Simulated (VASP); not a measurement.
A run of VASP 6.6.1 is set up as follows.

INCAR

```
ALGO = Normal
EDIFF = 1E-6
EDIFFG = -0.01
ENCUT = 600
GGA = PS
IBRION = 2
ISIF = 4
ISMEAR = 0
IVDW = 12
LASPH = T
LCHARG = F
LREAL = F
LWAVE = F
NELM = 100
NSW = 50
PREC = Accurate
SIGMA = 0.1
```

Contents of KPOINTS:

```
k-points
0
Gamma
  12 12 10
```

File POSCAR:

```
SnO
1.0
    3.6827246105      0.0000000000      0.0000000000
    0.0000000000      3.6827246105      0.0000000000
    0.0000000000      0.0000000000      4.3528195642
Sn O
2 2
Direct
    0.5000000000      0.0000000000      0.2640258750
    0.0000000000      0.5000000000      0.7359741250
    0.0000000000      0.0000000000      0.0000000000
    0.5000000000      0.5000000000      0.0000000000
```

Potentials or basis: VASP PAW PBE potentials, release 64 (Sn_d, O).

Run with:

```console
$ cat potpaw_PBE.64/Sn_d/POTCAR potpaw_PBE.64/O/POTCAR > POTCAR
$ mpirun -np 1 vasp_std > vasp.out
```

Q: Predict the band gap on the k mesh.

A: Zero (bands 20 and 21 overlap by 1.09 eV).

Q: Estimate the dispersion energy per atom.

A: -0.257 eV.

The path:
| step | energy change (eV) | largest force (eV/Å) | pressure (GPa) | volume (Å³) |
| --- | --- | --- | --- | --- |
| 1 | 0.0000 | 0.5511 | 8.20 | 59.03 |
| 2 | -0.0135 | 0.0574 | 6.15 | 59.03 |
| 3 | -0.0136 | 0.0084 | 6.27 | 59.03 |
| 4 | -0.0146 | 0.0018 | 6.19 | 59.03 |
| 5 | -0.0150 | 0.0078 | 6.08 | 59.03 |

Caveat: the PAW data sets were made with another functional, which shifts forces and pressure a little; spin-orbit coupling is left out, which moves the levels of the heavy elements.
